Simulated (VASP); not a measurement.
# Ir (Fm-3m) in VASP: notebook

The runs below take Ir through single point, with r2SCAN.

Program: VASP 6.6.1. These are calculated values, not measurements. Logs are shortened: lines on timing, memory, paths and dates and some standing lists are left out, and cuts for length are marked.

### Step 1. The cell of the first run

The structure is cubic, space group Fm-3m (No. 225). Conventional cell: a = 3.844 Å, b = 3.844 Å, c = 3.844 Å, α = 90.00°, β = 90.00°, γ = 90.00°. Within 3.6 Å of Ir (site symmetry m-3m) lie 12 Ir at 2.72 Å.

### Step 2. Single point, r2SCAN

File POSCAR:

```
Ir
1.0
    0.0000000000      1.9221147239      1.9221147239
    1.9221147239      0.0000000000      1.9221147239
    1.9221147239      1.9221147239      0.0000000000
Ir
1
Direct
    0.0000000000      0.0000000000      0.0000000000
```

File INCAR.step1:

```
SYSTEM = Ir
  PREC = Accurate
  ENCUT = 550
  ISMEAR = 0
  SIGMA = 0.15
  LREAL = .FALSE.
  LASPH = .TRUE.
  NELM = 120
  NBANDS = 14
  GGA = PE
  ALGO = Normal
  EDIFF = 1E-5
  LWAVE = .TRUE.
  LCHARG = .FALSE.
  GGA_COMPAT = .FALSE.
```

File INCAR.step2:

```
SYSTEM = Ir
  PREC = Accurate
  ENCUT = 550
  EDIFF = 1E-6
  ISMEAR = 0
  SIGMA = 0.15
  LREAL = .FALSE.
  LASPH = .TRUE.
  NELM = 120
  ALGO = Normal
  ISIF = 2
  LWAVE = .FALSE.
  LCHARG = .FALSE.
  METAGGA = R2SCAN
  LMIXTAU = .TRUE.
  NBANDS = 14
  ISTART = 1
  GGA_COMPAT = .FALSE.
```

File KPOINTS:

```
regular mesh
0
G
  26 26 26
  0 0 0
```

Potentials or basis: VASP PAW PBE potentials, release 64 (Ir_sv_GW).

On the command line:

```
$ cat potpaw_PBE.64/Ir_sv_GW/POTCAR > POTCAR
$ cp INCAR.step1 INCAR
$ mpirun -np 1 vasp_std > vasp.out
$ cp INCAR.step2 INCAR
$ mpirun -np 1 vasp_std > vasp.out
```

OUTCAR:

```text
SYSTEM = Ir
   PREC = Accurate
   ENCUT = 550
   EDIFF = 1E-6
   ISMEAR = 0
   LREAL = .FALSE.
   LASPH = .TRUE.
   NELM = 120
   ISIF = 2
   METAGGA = R2SCAN
   ISTART = 1

 ion  position               nearest neighbor table
   1  0.000  0.000  0.000-

  LATTYP: Found a face centered cubic cell.
 ALAT       =     3.8442294478

  Lattice vectors:

 A1 = (   0.0000000000,   1.9221147239,   1.9221147239)
 A2 = (   1.9221147239,   0.0000000000,   1.9221147239)
 A3 = (   1.9221147239,   1.9221147239,   0.0000000000)

Analysis of symmetry for initial positions (statically):
=====================================================================
 Subroutine PRICEL returns:
 Original cell was already a primitive cell.

 Routine SETGRP: Setting up the symmetry group for a
 face centered cubic supercell.

 Subroutine GETGRP returns: Found 48 space group operations
 (whereof 48 operations were pure point group operations)
 out of a pool of 48 trial point group operations.

The static configuration has the point symmetry O_h .

Analysis of symmetry for dynamics (positions and initial velocities):
=====================================================================
 Subroutine PRICEL returns:
 Original cell was already a primitive cell.

 Routine SETGRP: Setting up the symmetry group for a
 face centered cubic supercell.

 Subroutine GETGRP returns: Found 48 space group operations
 (whereof 48 operations were pure point group operations)
 out of a pool of 48 trial point group operations.

The dynamic configuration has the point symmetry O_h .

 Subroutine INISYM returns: Found 48 space group operations
 (whereof 48 operations are pure point group operations),
 and found     1 'primitive' translations

----------------------------------------------------------------------------------------

                                     Primitive cell

  volume of cell :      14.2026

  direct lattice vectors                    reciprocal lattice vectors
     0.000000000  1.922114724  1.922114724    -0.260130154  0.260130154  0.260130154
     1.922114724  0.000000000  1.922114724     0.260130154 -0.260130154  0.260130154
     1.922114724  1.922114724  0.000000000     0.260130154  0.260130154 -0.260130154

  length of vectors
     2.718280711  2.718280711  2.718280711     0.450558644  0.450558644  0.450558644

  position of ions in fractional coordinates (direct lattice)
     0.000000000  0.000000000  0.000000000

  ion indices of the primitive-cell ions
   primitive index   ion index
                 1           1

----------------------------------------------------------------------------------------

 KPOINTS: regular mesh

Automatic generation of k-mesh.
 Grid dimensions read from file:
 generate k-points for:   26   26   26

 Generating k-lattice:

  Cartesian coordinates                     Fractional coordinates (reciprocal lattice)
    -0.010005006  0.010005006  0.010005006     0.038461538  0.000000000  0.000000000
     0.010005006 -0.010005006  0.010005006     0.000000000  0.038461538  0.000000000
     0.010005006  0.010005006 -0.010005006     0.000000000  0.000000000  0.038461538

  Length of vectors
     0.017329179  0.017329179  0.017329179

  Shift w.r.t. Gamma in fractional coordinates (k-lattice)
     0.000000000  0.000000000  0.000000000

 Subroutine IBZKPT returns following result:
 ===========================================

 Found    511 irreducible k-points:

 Following reciprocal coordinates:
            Coordinates               Weight
  0.000000  0.000000  0.000000      1.000000
  0.038462  0.000000  0.000000      8.000000
  0.076923  0.000000  0.000000      8.000000
  0.115385  0.000000  0.000000      8.000000
  0.153846  0.000000  0.000000      8.000000
  0.192308  0.000000  0.000000      8.000000
[... 16 lines left out ...]
  0.346154  0.038462  0.000000     24.000000
  0.384615  0.038462  0.000000     24.000000
 [... further k-points ...]
   k-points           NKPTS =    511   k-points in BZ     NKDIM =    511   number of bands    NBANDS=     14
   number of dos      NEDOS =    301   number of ions     NIONS =      1
   total plane-waves  NPLWV =  13824
   dimension x,y,z NGX =    24 NGY =   24 NGZ =   24
   dimension x,y,z NGXF=    48 NGYF=   48 NGZF=   48
   ions per type =               1
   NGX,Y,Z   is equivalent  to a cutoff of  14.68, 14.68, 14.68 a.u.
   NGXF,Y,Z  is equivalent  to a cutoff of  29.36, 29.36, 29.36 a.u.
 SYSTEM =  Ir
   PREC   = accura    normal or accurate (medium, high low for compatibility)
   ISTART =      1    job   : 0-new  1-cont  2-samecut
   ICHARG =      0    charge: 1-file 2-atom 10-const
   ISPIN  =      1    spin polarized calculation?
   LNONCOLLINEAR =      F non collinear calculations
   LSORBIT =      F    spin-orbit coupling
   LASPH  =      T    aspherical Exc in radial PAW
   ENCUT  =  550.0 eV  40.42 Ry    6.36 a.u.   5.20  5.20  5.20*2*pi/ulx,y,z
   NELM   =    120;   NELMIN=  2; NELMDL=  0     # of ELM steps
   EDIFF  = 0.1E-05   stopping-criterion for ELM
   LREAL  =      F    real-space projection
   EDIFFG = 0.1E-04   stopping-criterion for IOM
   NSW    =      0    number of steps for IOM
   IBRION =     -1    ionic relax: 0-MD 1-quasi-New 2-CG
   NFREE  =      0    steps in history (QN), initial steepest desc. (CG)
   ISIF   =      2    stress and relaxation
   ISYM   =      2    0-nonsym 1-usesym 2-fastsym
   POTIM  = 0.5000    time-step for ionic-motion
   TEBEG  =    0.0;   TEEND  =   0.0 temperature during run
   PSTRESS=    0.0 pullay stress
   NELECT =      17.0000    total number of electrons
   NUPDOWN=      -1.0000    fix difference up-down
   EMIN   =  10.00;   EMAX   =-10.00  energy-range for DOS
   EFERMI =   0.00;   METHOD = LEGACY
   ISMEAR =     0;   SIGMA  =   0.15  broadening in eV -4-tet -1-fermi 0-gaus
   EFERMI_NEDOS =   21; number of points for ismear=-14 and -15
   IALGO  =     38    algorithm
   IMIX   =      4    mixing-type and parameters
     AMIX     =   0.40;   BMIX     =  1.00
     AMIX_MAG =   1.60;   BMIX_MAG =  1.00
  volume/ion in A,a.u.               =      14.20        95.84
  Fermi-wavevector in a.u.,A,eV,Ry     =   1.738208  3.284738 41.108211  3.021368
  Thomas-Fermi vector in A             =   2.811285
   LORBIT       =      0    0 simple, 1 ext, 2 COOP (PROOUT), +10 PAW based schemes
   METAGGA = R2SCAN    functional components
   LHFCALC =     F    Hartree Fock is set to
   AEXX    =    0.0000 exact exchange contribution
   IVDW    =     0    specifies the selected vdW correction
   LEPSILON=     F    determine dielectric tensor
   LRPA    =     F    only Hartree local field effects (RPA)
 non-spin polarized calculation
 Gauss-broadening in eV      SIGMA  =   0.15
  energy-cutoff  :      550.00
  volume of cell :       14.20
 maximum number of plane-waves:       444
 NGX is ok and might be reduce to    24
   NGX = 11   NGY = 11   NGZ = 11

 number of electron      17.0000000 magnetization

 Free energy of the ion-electron system (eV)
  ---------------------------------------------------
  ext. energy  EPLUGINS =         0.00000000
  ---------------------------------------------------
  free energy    TOTEN  =       -52.90996484 eV

  energy without entropy =      -52.90127067  energy(sigma->0) =      -52.90561776

 E-fermi :  12.5634     XC(G=0): -15.8701

 val. band max:       12.5612295841   @ k =  -0.3077   0.0385   0.0000
 cond. band min:      12.5666334566   @ k =  -0.4231   0.4231   0.0000
 fundamental gap:      0.0054038725
 Fermi energy:        12.5634089466

 k-point     1 :       0.0000    0.0000    0.0000
  band No.  band energies     occupation
      1     -82.4450      2.00000
      2     -38.2547      2.00000
      3     -38.2547      2.00000
      4     -38.2547      2.00000
      5       1.1311      2.00000
      6       8.6140      2.00000
      7       8.6140      2.00000
      8       8.6140      2.00000
      9      11.3049      2.00000
     10      11.3049      2.00000
     11      26.8650      0.00000
     12      32.6416      0.00000
     13      32.6416      0.00000
     14      32.6416      0.00000

 k-point     2 :       0.0385    0.0000    0.0000
  band No.  band energies     occupation
      1     -82.4439      2.00000
      2     -38.2673      2.00000
      3     -38.2564      2.00000
      4     -38.2564      2.00000
      5       1.2004      2.00000
      6       8.5757      2.00000
      7       8.6441      2.00000
      8       8.6441      2.00000
      9      11.2849      2.00000
     10      11.2849      2.00000
     11      26.9857      0.00000
     12      32.3166      0.00000
     13      32.7565      0.00000
     14      32.7565      0.00000

 k-point     3 :       0.0769    0.0000    0.0000
  band No.  band energies     occupation
      1     -82.4408      2.00000
      2     -38.3043      2.00000
      3     -38.2614      2.00000
      4     -38.2614      2.00000
      5       1.4049      2.00000
      6       8.4692      2.00000
      7       8.7290      2.00000
      8       8.7290      2.00000
      9      11.2322      2.00000
     10      11.2322      2.00000
     11      27.3343      0.00000
     12      31.5275      0.00000
     13      33.0968      0.00000
     14      33.0968      0.00000

 k-point     4 :       0.1154    0.0000    0.0000
  band No.  band energies     occupation
      1     -82.4359      2.00000
      2     -38.3635      2.00000
      3     -38.2694      2.00000
      4     -38.2694      2.00000
      5       1.7337      2.00000
      6       8.3174      2.00000
      7       8.8513      2.00000
      8       8.8513      2.00000
      9      11.1707      2.00000
     10      11.1707      2.00000
     11      27.8660      0.00000
     12      30.5492      0.00000
     13      33.6495      0.00000
     14      33.6495      0.00000

 k-point     5 :       0.1538    0.0000    0.0000
  band No.  band energies     occupation
      1     -82.4295      2.00000
      2     -38.4408      2.00000
      3     -38.2803      2.00000
      4     -38.2803      2.00000
      5       2.1663      2.00000
      6       8.1572      2.00000
      7       8.9784      2.00000
      8       8.9784      2.00000
      9      11.1411      2.00000
     10      11.1411      2.00000
     11      28.4699      0.00000
[... 276 lines left out ...]
 k-point    22 :       0.3077    0.0385    0.0000
  band No.  band energies     occupation
      1     -82.3981      2.00000
      2     -38.7959      2.00000
      3     -38.3414      2.00000
      4     -38.3283      2.00000
      5       3.9370      2.00000
      6       8.3470      2.00000
      7       8.8935      2.00000
      8       8.9927      2.00000
      9      11.7531      2.00000
     10      12.1950      1.99949
     11      25.6198      0.00000
     12      29.1305      0.00000
     13      35.7973      0.00000
     14      36.6955      0.00000

 k-point    23 :       0.3462    0.0385    0.0000
  band No.  band energies     occupation
      1     -82.3901      2.00000
      2     -38.8859      2.00000
      3     -38.3533      2.00000
      4     -38.3425      2.00000
      5       4.1667      2.00000
      6       8.7404      2.00000
      7       8.8681      2.00000
      8       8.9176      2.00000
      9      12.2250      1.99858
     10      12.5876      0.81991
     11      24.4066      0.00000
     12      28.4012      0.00000
     13      34.8567      0.00000
     14      35.8571      0.00000

 k-point    24 :       0.3846    0.0385    0.0000
  band No.  band energies     occupation
      1     -82.3832      2.00000
      2     -38.9635      2.00000
      3     -38.3634      2.00000
      4     -38.3554      2.00000
      5       4.2697      2.00000
      6       8.6117      2.00000
      7       8.7424      2.00000
      8       9.6600      2.00000
      9      12.7187      0.14323
     10      12.9640      0.00016
     11      23.1160      0.00000
     12      27.7245      0.00000
     13      33.8957      0.00000
     14      34.7221      0.00000

 [... further k-points ...]

------------------------ aborting loop because EDIFF is reached ----------------------------------------

  FORCE on cell =-STRESS in cart. coord.  units (eV):
  Direction    XX          YY          ZZ          XY          YZ          ZX
  --------------------------------------------------------------------------------------
  -------------------------------------------------------------------------------------
  Total       -0.1891240     -0.1891240     -0.1891240     -0.0000000     -0.0000000      0.0000000
  in kB      -21.3348359    -21.3348359    -21.3348359     -0.0000000     -0.0000000      0.0000000
  external PRESSURE =     -21.3348359 kB  Pullay stress =       0.0000000 kB

 VOLUME and BASIS-vectors are now :
 -----------------------------------------------------------------------------
  energy-cutoff  :      550.00
  volume of cell :       14.20
      direct lattice vectors                 reciprocal lattice vectors
     0.000000000  1.922114724  1.922114724    -0.260130154  0.260130154  0.260130154
     1.922114724  0.000000000  1.922114724     0.260130154 -0.260130154  0.260130154
     1.922114724  1.922114724  0.000000000     0.260130154  0.260130154 -0.260130154

 POSITION                                       TOTAL-FORCE (eV/Angst)
 -----------------------------------------------------------------------------------
      0.00000      0.00000      0.00000         0.000000     -0.000000     -0.000000
 -----------------------------------------------------------------------------------
    total drift:                                0.000000      0.000000     -0.000000

  FREE ENERGIE OF THE ION-ELECTRON SYSTEM (eV)
  ---------------------------------------------------
  free  energy   TOTEN  =       -52.9099648434 eV

  energy  without entropy=      -52.9012706713  energy(sigma->0) =      -52.90561776
```

Wall time 2.2 min (1 thread of Intel Xeon 6975P-C (Granite Rapids), shared host); peak memory 0.24 GiB.

Results:

```
Free energy            : -52.9100 eV
Pressure               : -2.1 GPa
Band gap on the k mesh : zero (an odd number of electrons rules out a gap without spin polarisation)
```

Caveat: the PAW data sets were made with another functional, which shifts forces and pressure a little; spin-orbit coupling is left out, which moves the levels of the heavy elements.

### Step 3. Single point, r2SCAN

POSCAR is that of step 2.

File INCAR.step1:

```
SYSTEM = Ir
PREC     = Accurate       ! precision mode
ENCUT    = 550            ! plane-wave cutoff, eV
ISMEAR   = 0              ! smearing method
SIGMA    = 0.15           ! smearing width, eV
LREAL    = .FALSE.        ! projectors in reciprocal space
LASPH    = .TRUE.         ! aspherical terms in the spheres
NELM     = 120            ! most SCF steps
NBANDS   = 14             ! bands
GGA      = PE             ! functional
ALGO     = Normal         ! electronic algorithm
EDIFF    = 1E-5           ! SCF threshold, eV
LWAVE    = .TRUE.         ! write WAVECAR
LCHARG   = .FALSE.        ! write CHGCAR
GGA_COMPAT= .FALSE.
```

File INCAR.step2:

```
SYSTEM = Ir
PREC     = Accurate       ! precision mode
ENCUT    = 550            ! plane-wave cutoff, eV
EDIFF    = 1E-6           ! SCF threshold, eV
ISMEAR   = 0              ! smearing method
SIGMA    = 0.15           ! smearing width, eV
LREAL    = .FALSE.        ! projectors in reciprocal space
LASPH    = .TRUE.         ! aspherical terms in the spheres
NELM     = 120            ! most SCF steps
ALGO     = Normal         ! electronic algorithm
ISIF     = 2              ! what is computed and relaxed
LWAVE    = .FALSE.        ! write WAVECAR
LCHARG   = .FALSE.        ! write CHGCAR
METAGGA  = R2SCAN         ! meta-GGA
LMIXTAU  = .TRUE.       
NBANDS   = 14             ! bands
ISTART   = 1            
GGA_COMPAT= .FALSE.
```

File KPOINTS:

```
Automatic mesh
0
G
  30 30 30
  0 0 0
```

Potentials or basis: VASP PAW PBE potentials, release 64 (Ir_sv_GW).

On the command line:

```
$ cat potpaw_PBE.64/Ir_sv_GW/POTCAR > POTCAR
$ cp INCAR.step1 INCAR
$ mpirun -np 1 vasp_std > vasp.out
$ cp INCAR.step2 INCAR
$ mpirun -np 1 vasp_std > vasp.out
```

Run time: 8.6 min. Hardware: 1 thread of AMD EPYC 9R45 (Zen 5), shared host; peak memory 0.27 GiB.

The run converged. Its results:

```
Free energy            : -52.9082 eV
Pressure               : -2.1 GPa
Band gap on the k mesh : zero (an odd number of electrons rules out a gap without spin polarisation)
```

Levels at points of the mesh, in eV from the Fermi level:
| k point | band 4 | band 5 | band 6 | band 7 | band 8 | band 9 | band 10 | band 11 | band 12 | band 13 |
| --- | --- | --- | --- | --- | --- | --- | --- | --- | --- | --- |
| (0.00, 0.00, 0.00) | -50.83 | -11.44 | -3.96 | -3.96 | -3.96 | -1.27 | -1.27 | 14.29 | 20.07 | 20.07 |
| (0.50, 0.00, 0.00) | -50.95 | -8.34 | -4.11 | -4.11 | -0.67 | 0.95 | 0.95 | 7.68 | 14.05 | 20.01 |
| (0.50, 0.50, 0.00) | -51.14 | -8.13 | -7.56 | 0.85 | 1.58 | 1.58 | 1.77 | 11.09 | 12.05 | 12.05 |

Caveat: the PAW data sets were made with another functional, which shifts forces and pressure a little; spin-orbit coupling is left out, which moves the levels of the heavy elements.
